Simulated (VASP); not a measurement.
Runs of VASP 6.6.1 on BP. The structure is that of space group F-43m (No. 216), or close to it. The cells are those of the table. 

```tsv
task	cell	cutoff (eV)	gap on the mesh (eV)	pressure (GPa)
single point	a = 3.209 Å, angles 60.0, 60.0, 90.0°, 2 atoms	520	1.16	-1.9
relaxation of cell and atoms	relaxed to 7 GPa from a = 3.196 Å, angles 60.0, 60.0, 90.0°, 2 atoms	600	1.10	7.0
relaxation of cell and atoms	relaxed to 2 GPa from a = 3.196 Å, angles 60.0, 60.0, 90.0°, 2 atoms	600	(a)	2.0
relaxation of cell and atoms	relaxed to 4 GPa from a = 3.196 Å, angles 60.0, 60.0, 90.0°, 2 atoms	600	(b)	4.0
```

Alike in all rows: level PBEsol; potentials or basis VASP PAW PBE potentials, release 64 (B, P); no spin polarisation; k mesh 8 × 8 × 8; smearing gaussian 0.01 eV.

Q: Estimate the missing entries.

A: (a) 1.14; (b) 1.12.

Caveats: the PAW data sets were made with another functional, which shifts forces and pressure a little; the cell is relaxed towards a set pressure, so the enthalpy falls and the energy may rise (some runs).

A k mesh can miss the band edges.
